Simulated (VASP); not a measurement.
Here is a VASP 6.6.1 calculation.

INCAR

```
ALGO     = Normal         # electronic algorithm
EDIFF    = 1E-7           # SCF threshold, eV
ENCUT    = 520            # plane-wave cutoff, eV
GGA      = PE             # functional
ISIF     = 2              # what is computed and relaxed
ISMEAR   = -1             # smearing method
LASPH    = T              # aspherical terms in the spheres
LCHARG   = T              # write CHGCAR
LELF     = T              # ELF
LREAL    = F              # projectors in reciprocal space
LVHAR    = T            
LWAVE    = F              # write WAVECAR
NBANDS   = 12             # bands
NELM     = 100            # most SCF steps
PREC     = Accurate       # precision mode
SIGMA    = 0.05           # smearing width, eV
```

Contents of KPOINTS:

```
k-points
0
Gamma
  15 15 15
```

Contents of POSCAR:

```
P
1.0
    1.6906238080     -0.9760821107      2.7649114501
    0.0000000000      1.9521642214      2.7649114501
   -1.6906238080     -0.9760821107      2.7649114501
P
2
Direct
    0.2419340517      0.2419340517      0.2419340517
   -0.2419340517     -0.2419340517     -0.2419340517
```

Potentials or basis: VASP PAW PBE potentials, release 64 (P).

The run is started by

```console
$ cat potpaw_PBE.64/P/POTCAR > POTCAR
$ mpirun -np 1 vasp_std > vasp.out
```

(1) Estimate the largest force.

(2) Estimate the pressure.

(3) Estimate the band gap on the k mesh.

## Answers

(1) 0.029 eV/Å.

(2) 9.8 GPa.

(3) zero (bands 5 and 6 overlap by 2.01 eV).

Caveat: the cell stands under pressure.
